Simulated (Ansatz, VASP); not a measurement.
Two plane-wave programs on In4SbAs3

The input INCAR:

```
PREC     = Accurate       # precision mode
ENCUT    = 520            # plane-wave cutoff, eV
EDIFF    = 1E-7           # SCF threshold, eV
ISMEAR   = -1             # smearing method
SIGMA    = 0.02           # smearing width, eV
LREAL    = F              # projectors in reciprocal space
LASPH    = T              # aspherical terms in the spheres
NELM     = 60             # most SCF steps
ALGO     = Normal         # electronic algorithm
ISIF     = 2              # what is computed and relaxed
LWAVE    = F              # write WAVECAR
LCHARG   = F              # write CHGCAR
GGA      = PE             # functional
NBANDS   = 46             # bands
```

Contents of KPOINTS:

```
regular mesh
0
Gamma
  6 4 4
```

POSCAR

```
In4SbAs3
1.0
    4.3997316620      0.0000000000      0.0000000000
    0.0000000000      4.4048472594      6.2251166901
    0.0000000000     -4.4048472594      6.2251166901
As Sb In
3 1 4
Direct
    0.0000000000      0.0001206997      0.0001206997
    0.5000000000     -0.0011305681      0.5010603389
    0.5000000000      0.5010603389     -0.0011305681
    0.0000000000      0.5005202386      0.5005202386
    0.5000000000      0.8760227361      0.8760227361
    0.0000000000      0.8881862543      0.3699303599
    0.0000000000      0.3699303599      0.8881862543
    0.5000000000      0.3652899405      0.3652899405
```

Input for Ansatz:

```yaml
crystal:
  lattice:
    - [4.399731662, 0.0, 0.0]
    - [0.0, 4.4048472594, 6.2251166901]
    - [0.0, -4.4048472594, 6.2251166901]
  atoms:
    - { symbol: As, position: [0.0, 0.0001206997, 0.0001206997] }
    - { symbol: As, position: [0.5, -0.0011305681, 0.5010603389] }
    - { symbol: As, position: [0.5, 0.5010603389, -0.0011305681] }
    - { symbol: Sb, position: [0.0, 0.5005202386, 0.5005202386] }
    - { symbol: In, position: [0.5, 0.8760227361, 0.8760227361] }
    - { symbol: In, position: [0.0, 0.8881862543, 0.3699303599] }
    - { symbol: In, position: [0.0, 0.3699303599, 0.8881862543] }
    - { symbol: In, position: [0.5, 0.3652899405, 0.3652899405] }
kpoints:
  mp_grid: { grid: [6, 4, 4] }
  band_path:
    path:
      - [[0.0, 0.0, 0.0], [-1.461641190061e-18, 0.5, 0.5], [-1.461641190061e-18, 0.6248281351749, 0.3751718648251]]
      - [[-2.218323655436e-34, 0.3751718648251, -0.3751718648251], [0.0, 0.0, 0.0], [0.5, -2.92371534255e-18, -2.92371534255e-18], [0.5, 0.3751718648251, -0.3751718648251]]
      - [[0.5, 0.6248281351749, 0.3751718648251], [0.5, 0.5, 0.5], [-1.461641190061e-18, 0.5, 0.5]]
      - [[0.0, 0.0, 0.0], [-7.308205950304e-19, 0.5, 7.42435563047e-18], [0.5, 0.5, 7.42435563047e-18], [0.5, -2.92371534255e-18, -2.92371534255e-18], [0.5, 0.5, 0.5]]
    npoints: 10
hamiltonian:
  xc: pbe
scf:
  occupations: { method: fermi_dirac, width: 0.02 }
  n_extra_bands: 6
output:
  forces: true
  stress: true
  eigenvalues: true
  write_density: true
  write_potential: true
  elf: true
  volumetric_format: npy
```

Alike in both runs: task single point; functional PBE; k mesh 6 × 4 × 4; occupations fermi-dirac, width 0.02 eV; no spin polarisation.

```csv
,VASP,Ansatz
version,VASP 6.6.1,Ansatz 0.2.0
potentials or method,"VASP PAW PBE potentials, release 64 (As, Sb, In_d)","plane waves, PAW"
plane-wave cutoff (eV),520,420
valence electrons in the cell,72,112
```

|  | VASP | Ansatz | Ansatz less VASP |
| --- | --- | --- | --- |
| pressure (GPa) | 1.8 | 1.8 | -0.03 |
| rms of the force components (eV/Å) | 0.010 | 0.009 | -0.0002 |

Atom by atom the forces differ by 0.003 eV/Å (rms over components). VASP's potentials hold 72 valence electrons a cell and Ansatz's 112, so a difference there can come from the potentials and not from the codes.

Neither program's run includes spin-orbit coupling.
